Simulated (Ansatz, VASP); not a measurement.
# Hg2Te3: VASP beside Ansatz

```xyz
5
Lattice="4.7623 0.0000 0.0000 -2.3811 4.1243 0.0000 0.0000 0.0000 7.4093" Properties=species:S:1:pos:R:3 pbc="T T T"
Hg    0.0000    2.7495    1.8153
Hg    2.3811    1.3748    5.5940
Te    0.0000    0.0000    0.0000
Te    0.0000    2.7495    4.7790
Te    2.3811    1.3748    2.6303
```

Alike in both runs: task relaxation of cell and atoms; functional PBE; k mesh 6 × 6 × 4; occupations gaussian, width 0.1 eV; no spin polarisation.

|  | VASP | Ansatz |
| --- | --- | --- |
| version | VASP 6.6.1 | Ansatz 0.2.0 |
| potentials or method | VASP PAW PBE potentials, release 64 (Hg, Te), cutoff 600 eV | scalar-relativistic, plane waves, PAW |
| valence electrons in the cell | 42 | 88 |

|  | VASP | Ansatz | Ansatz less VASP |
| --- | --- | --- | --- |
| gap on the k mesh at the Fermi level, each at its own relaxed structure (eV) | none | none | - |
| relaxed volume (Å³/atom) | 29.62 | 29.65 | +0.027 |
| relaxed cell length with the largest relative difference (Å) | 4.248 | 4.251 | +0.0034 |

A gap of «none» marks a metal or a gap that the smearing closes. VASP's potentials hold 42 valence electrons a cell and Ansatz's 88, so a difference there can come from the potentials and not from the codes.

Neither program's run includes spin-orbit coupling.
